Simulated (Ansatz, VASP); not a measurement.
**One calculation of Bi, two programs**

INCAR

```
SYSTEM = Bi
PREC = Accurate
ENCUT = 520
EDIFF = 1E-6
ISMEAR = 0
SIGMA = 0.1
LREAL = .False.
LASPH = .True.
NELM = 80
ALGO = Normal
ISIF = 2
LWAVE = .False.
LCHARG = .True.
GGA = PE
LELF = .True.
LVHAR = .True.
NBANDS = 22
```

File KPOINTS:

```
Automatic mesh
0
Gamma
  4 4 6
  0 0 0
```

The input POSCAR:

```
Bi
1.0
    3.4885980000     -3.1325780000      0.0000000000
    3.4885980000      3.1325780000      0.0000000000
   -1.2602350000      0.0000000000      3.1135500000
Bi
2
Direct
    0.2469390000      0.2469390000      0.1426180000
    0.7530610000      0.7530610000      0.8573820000
```

Input for Ansatz:

```yaml
crystal:
  lattice:
    - [3.488598, -3.132578, 0.0]
    - [3.488598, 3.132578, 0.0]
    - [-1.260235, 0.0, 3.11355]
  atoms:
    - { symbol: Bi, position: [0.246939, 0.246939, 0.142618] }
    - { symbol: Bi, position: [0.753061, 0.753061, 0.857382] }
basis:
  ecutwfc: 420
kpoints:
  mp_grid: { grid: [4, 4, 6] }
hamiltonian:
  xc: pbe
scf:
  occupations: { method: gaussian, width: 0.1 }
output:
  forces: true
  stress: true
  eigenvalues: true
```

Alike in both runs: task single point; functional PBE; k mesh 4 × 4 × 6; occupations gaussian, width 0.1 eV; no spin polarisation.

|  | VASP | Ansatz |
| --- | --- | --- |
| version | VASP 6.6.1 | Ansatz 0.2.0 |
| potentials or method | VASP PAW PBE potentials, release 64 (Bi_d), cutoff 520 eV | scalar-relativistic, plane waves, PAW |
| valence electrons in the cell | 30 | 30 |

Ansatz gave:

- gap on the k mesh at the Fermi level (eV): none
- pressure (GPa): -0.1
- traceless stress, the component that is largest in VASP (GPa): 1.01
- rms of the force components (eV/Å): 0.064

Which values does VASP return?

gap on the k mesh at the Fermi level (eV): none; pressure (GPa): -0.1; traceless stress, the component that is largest in VASP (GPa): 1.02; rms of the force components (eV/Å): 0.063.

Atom by atom the forces differ by 0.002 eV/Å (rms over components). A gap of «none» marks a metal or a gap that the smearing closes. The functional is the same, so the differences come from potentials, cutoffs and numerics.

Neither program's run includes spin-orbit coupling.
